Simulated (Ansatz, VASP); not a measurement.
**Two plane-wave programs on MgCdTe3**

```
Mg Cd Te
1.0
     6.08076    0.00000    0.00000
    -3.04038    5.26609    0.00000
     0.00000    0.00000    5.53400
Mg Cd Te
1 1 3
Direct
  0.00000 0.00000 0.50000
  0.00000 0.00000 0.00000
  0.50000 0.00000 0.00000
  0.00000 0.50000 0.00000
  0.50000 0.50000 0.00000
```

Alike in both runs: task relaxation of cell and atoms; functional PBE; k mesh 3 × 3 × 4; occupations gaussian, width 0.1 eV; no spin polarisation.

```csv
,VASP,Ansatz
version,VASP 6.6.1,Ansatz 0.2.0
potentials or method,"VASP PAW PBE potentials, release 64 (Mg, Cd, Te), cutoff 600 eV","scalar-relativistic, plane waves, PAW"
valence electrons in the cell,32,78
```

```tsv
	VASP	Ansatz	Ansatz less VASP
gap on the k mesh at the Fermi level, each at its own relaxed structure (eV)	none	none	-
relaxed volume (Å³/atom)	40.37	40.32	-0.057
relaxed length of the cell vector where the two differ most in proportion (Å)	5.520	5.506	-0.0140
```

A gap of «none» marks a metal or a gap that the smearing closes. VASP's potentials hold 32 valence electrons a cell and Ansatz's 78, so a difference there can come from the potentials and not from the codes.

The k mesh is coarse, so the values compare programs but aren't converged. Spin-orbit coupling is off throughout.
